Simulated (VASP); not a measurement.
# PtS2: single point with HSE06

The system is PtS2.

```
CELL_PARAMETERS angstrom
1.73914 1.00409 5.09587
-1.73914 1.00409 5.09587
0.00000 -2.00819 5.09587
ATOMIC_POSITIONS crystal
Pt 0.99737 0.99737 0.99737
S 0.42560 0.42560 0.42560
S 0.24369 0.24369 0.24369
```

```json
{
  "Program": "VASP 6.6.1",
  "Task": "single point",
  "Functional": "HSE06",
  "Potentials or basis": "VASP PAW PBE potentials, release 64 (Pt, S)",
  "Cutoff": "520 eV",
  "k mesh": "4 × 4 × 4",
  "Occupations": "fermi-dirac, width 0.02 eV",
  "Spin": "no spin polarisation",
  "Dipole correction": "no",
  "Grid for exact exchange (PRECFOCK)": "Normal",
  "Further INCAR settings": "ALGO = Normal; EDIFF = 1e-07; NBANDS = 18",
  "Screening parameter": "0.2079 1/Å"
}
```

```
Pressure               : -1.4 GPa
Largest force          : 0.508 eV/Å
Band gap on the k mesh : zero (band 11 reaches 7.75 eV, above the bottom of band 12 at 7.27 eV)
```

Forces on the atoms (eV/Å):
```
Pt   0.000  0.000 -0.212
S    0.000  0.000 -0.296
S    0.000  0.000  0.508
```

Stress tensor (GPa, compression positive):
```
-1.01  0.00  0.00
 0.00 -1.01  0.00
 0.00  0.00 -2.25
```

Levels at points of the mesh, in eV from the Fermi level:
| k point | band 7 | band 8 | band 9 | band 10 | band 11 | band 12 | band 13 | band 14 | band 15 | band 16 |
| --- | --- | --- | --- | --- | --- | --- | --- | --- | --- | --- |
| (0.00, 0.00, 0.00) | -5.47 | -3.71 | -0.21 | -0.21 | 0.52 | 0.73 | 0.73 | 3.62 | 7.05 | 9.03 |
| (0.50, 0.00, 0.00) | -4.62 | -4.08 | -3.05 | -2.66 | -2.02 | 0.84 | 1.64 | 4.39 | 6.22 | 7.42 |
| (0.50, 0.50, 0.00) | -4.91 | -4.24 | -3.37 | -2.72 | -2.72 | 0.81 | 2.27 | 5.32 | 7.85 | 8.29 |
| (0.50, 0.50, 0.50) | -5.38 | -3.38 | -2.44 | -0.11 | -0.11 | 0.64 | 0.64 | 4.14 | 7.74 | 8.33 |

Wall time 28 min on 1 thread of Intel(R) Xeon(R) 6975P-C (Granite Rapids), on a shared host, peak memory 0.36 GiB.

Caveat: the k points lie up to 0.53 Å⁻¹ apart; the PAW data sets were made with another functional, which shifts forces and pressure a little; spin-orbit coupling is left out, which moves the levels of the heavy elements.
